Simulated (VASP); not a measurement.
Input of a VASP 6.6.1 run:

INCAR

```
  PREC = Accurate
  ENCUT = 520
  EDIFF = 1E-7
  ISMEAR = -1
  SIGMA = 0.2
  LREAL = False
  LASPH = True
  NELM = 100
  ALGO = Normal
  ISIF = 2
  LWAVE = False
  LCHARG = True
  LELF = True
  LVHAR = True
  NBANDS = 28
```

KPOINTS

```
Automatic mesh
0
Gamma
  5 5 4
```

POSCAR

```
PbSe
1.0
    2.1548770000     -6.1339470000      0.0000000000
    2.1548770000      6.1339470000      0.0000000000
    0.0000000000      0.0000000000      4.4504940000
Pb Se
2 2
Direct
    0.6317610000      0.3682390000      0.7500000000
    0.3682390000      0.6317610000      0.2500000000
    0.8612900000      0.1387100000      0.7500000000
    0.1387100000      0.8612900000      0.2500000000
```

Potentials or basis: VASP PAW LDA potentials, release 64 (Pb_d, Se).

Run with:

```bash
$ cat potpaw_LDA.64/Pb_d/POTCAR potpaw_LDA.64/Se/POTCAR > POTCAR
$ mpirun -np 1 vasp_std > vasp.out
```

(1) What does it give for the largest force?

(2) What does it give for the pressure?

(3) Predict the band gap on the k mesh.

Answers

(1) 0.069 eV/Å.

(2) -3.2 GPa.

(3) 0.81 eV.

Caveat: the cell stands under tension; spin-orbit coupling is left out, which moves the levels of the heavy elements; an odd mesh through Γ misses points on the zone boundary, where band edges can lie.
